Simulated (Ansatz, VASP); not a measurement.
## One calculation of Pt, two programs

Contents of INCAR:

```
PREC     = Accurate       # precision mode
ENCUT    = 500            # plane-wave cutoff, eV
EDIFF    = 1E-6           # SCF threshold, eV
ISMEAR   = 0              # smearing method
SIGMA    = 0.1            # smearing width, eV
LREAL    = F              # projectors in reciprocal space
LASPH    = T              # aspherical terms in the spheres
NELM     = 120            # most SCF steps
ALGO     = Normal         # electronic algorithm
ISIF     = 2              # what is computed and relaxed
LWAVE    = F              # write WAVECAR
LCHARG   = F              # write CHGCAR
GGA      = PS             # functional
NBANDS   = 11             # bands
GGA_COMPAT= F
```

File KPOINTS:

```
regular mesh
0
Gamma
  15 15 15
```

The input POSCAR:

```
Pt
1.0
    2.6728587958      0.0000000000      0.0000000000
   -1.3364293979      2.3147636179      0.0000000000
    1.3364293979      0.7715878726      2.3636501026
Pt
1
Direct
    0.0000000000      0.0000000000      0.0000000000
```

Input for Ansatz:

```yaml
crystal:
  lattice:
    - [2.6728587958, 0.0, 0.0]
    - [-1.3364293979, 2.3147636179, 0.0]
    - [1.3364293979, 0.7715878726, 2.3636501026]
  atoms:
    - { symbol: Pt, position: [0.0, 0.0, 0.0] }
basis:
  ecutwfc: 420
kpoints:
  mp_grid: { grid: [15, 15, 15] }
hamiltonian:
  xc: pbesol
scf:
  occupations: { method: gaussian, width: 0.1 }
output:
  forces: true
  stress: true
  eigenvalues: true
  write_density: true
  write_potential: true
  elf: true
  volumetric_format: npy
```

Change from the starting cell: band edges of the strained film's bulk.

Alike in both runs: task single point; functional PBEsol; k mesh 15 × 15 × 15; occupations gaussian, width 0.1 eV; no spin polarisation.

|  | VASP | Ansatz |
| --- | --- | --- |
| version | VASP 6.6.1 | Ansatz 0.2.0 |
| potentials or method | VASP PAW PBE potentials, release 64 (Pt), cutoff 500 eV | scalar-relativistic, plane waves, PAW |
| valence electrons in the cell | 10 | 18 |

|  | VASP | Ansatz | Ansatz less VASP |
| --- | --- | --- | --- |
| gap on the k mesh at the Fermi level (eV) | none | none | - |
| pressure (GPa) | 10.4 | 10.9 | +0.43 |
| traceless stress, the component that is largest in VASP (GPa) | -10.97 | -10.86 | +0.113 |

VASP's potentials were made for PBE, not for PBEsol. A gap of «none» marks a metal or a gap that the smearing closes. With one functional, cell and mesh, what is left measures potentials, basis and numerics. VASP's potentials hold 10 valence electrons a cell and Ansatz's 18, so a difference there can come from the potentials and not from the codes.

Spin-orbit coupling is off throughout.
